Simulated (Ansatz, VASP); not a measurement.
# Two plane-wave programs on BeS

Contents of POSCAR:

```
BeS
1.0
    0.0000000000      2.4471887500      2.4471887500
    2.4471887500      0.0000000000      2.4471887500
    2.4471887500      2.4471887500      0.0000000000
Be S
1 1
Direct
    0.0000000000      0.0000000000      0.0000000000
    0.7500000000      0.7500000000      0.7500000000
```

INCAR.step1

```
PREC = Accurate
ENCUT = 660
ISMEAR = 0
SIGMA = 0.02
LREAL = False
LASPH = True
NELM = 120
NBANDS = 11
GGA = PE
ALGO = Normal
EDIFF = 1E-5
LWAVE = True
LCHARG = False
GGA_COMPAT = False
```

Contents of INCAR.step2:

```
PREC = Accurate
ENCUT = 660
EDIFF = 1E-6
ISMEAR = 0
SIGMA = 0.02
LREAL = False
LASPH = True
NELM = 120
ALGO = Normal
ISIF = 2
LWAVE = False
LCHARG = True
METAGGA = R2SCAN
LMIXTAU = True
LELF = True
LVHAR = True
NBANDS = 11
ISTART = 1
GGA_COMPAT = False
```

KPOINTS

```
regular mesh
0
Gamma
  8 8 8
```

Input for Ansatz:

```yaml
crystal:
  lattice:
    - [0.0, 2.44718875, 2.44718875]
    - [2.44718875, 0.0, 2.44718875]
    - [2.44718875, 2.44718875, 0.0]
  atoms:
    - { symbol: Be, position: [0.0, 0.0, 0.0] }
    - { symbol: S, position: [0.75, 0.75, 0.75] }
basis:
  ecutwfc: 500
kpoints:
  mp_grid: { grid: [8, 8, 8] }
hamiltonian:
  xc: r2scan
scf:
  occupations: { method: gaussian, width: 0.02 }
output:
  forces: true
  stress: true
  eigenvalues: true
```

Alike in both runs: task single point; functional r2SCAN; k mesh 8 × 8 × 8; occupations gaussian, width 0.02 eV; no spin polarisation.

|  | VASP | Ansatz |
| --- | --- | --- |
| version | VASP 6.6.1 | Ansatz 0.2.0 |
| potentials or method | VASP PAW PBE potentials, release 64 (Be, S), cutoff 660 eV | scalar-relativistic, plane waves, PAW |
| valence electrons in the cell | 8 | 8 |

|  | VASP | Ansatz | Ansatz less VASP |
| --- | --- | --- | --- |
| gap on the k mesh at the Fermi level (eV) | 3.63 | 3.62 | -0.009 |
| least direct gap on the mesh (eV) | 6.25 | 6.24 | -0.008 |
| pressure (GPa) | -1.2 | -1.5 | -0.28 |

VASP's potentials were made for PBE, not for r2SCAN.
